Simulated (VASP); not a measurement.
Input of a VASP 6.6.1 run:

The input INCAR:

```
SYSTEM = Cr
PREC     = Accurate       ! precision mode
ENCUT    = 520            ! plane-wave cutoff, eV
EDIFF    = 1E-6           ! SCF threshold, eV
ISMEAR   = -1             ! smearing method
SIGMA    = 0.1            ! smearing width, eV
LREAL    = .FALSE.        ! projectors in reciprocal space
LASPH    = .TRUE.         ! aspherical terms in the spheres
NELM     = 60             ! most SCF steps
ALGO     = Normal         ! electronic algorithm
ISIF     = 2              ! what is computed and relaxed
LWAVE    = .FALSE.        ! write WAVECAR
LCHARG   = .FALSE.        ! write CHGCAR
GGA      = PE             ! functional
NBANDS   = 19             ! bands
```

KPOINTS

```
regular mesh
0
G
  12 12 12
  0 0 0
```

POSCAR

```
Cr
1.0
    0.0000000000      2.5834634777      2.5834634777
    2.5834634777      0.0000000000      2.5834634777
    2.5834634777      2.5834634777      0.0000000000
Cr
2
Direct
    0.1250000000      0.1250000000      0.1250000000
    0.8750000000      0.8750000000      0.8750000000
```

Potentials or basis: VASP PAW PBE potentials, release 64 (Cr_pv).

The run is started by

```bash
$ cat potpaw_PBE.64/Cr_pv/POTCAR > POTCAR
$ mpirun -np 1 vasp_std > vasp.out
```

**Question.** Predict the pressure.

**Answer.** -3.5 GPa.

**Question.** What does it give for the band gap on the k mesh?

**Answer.** Zero (band 12 reaches 6.07 eV, above the bottom of band 13 at 5.61 eV).

Caveat: the run has no spin polarisation, though such a crystal can be magnetic. Spin polarisation is off, so any magnetic state and its effect on volume and gap are missing.
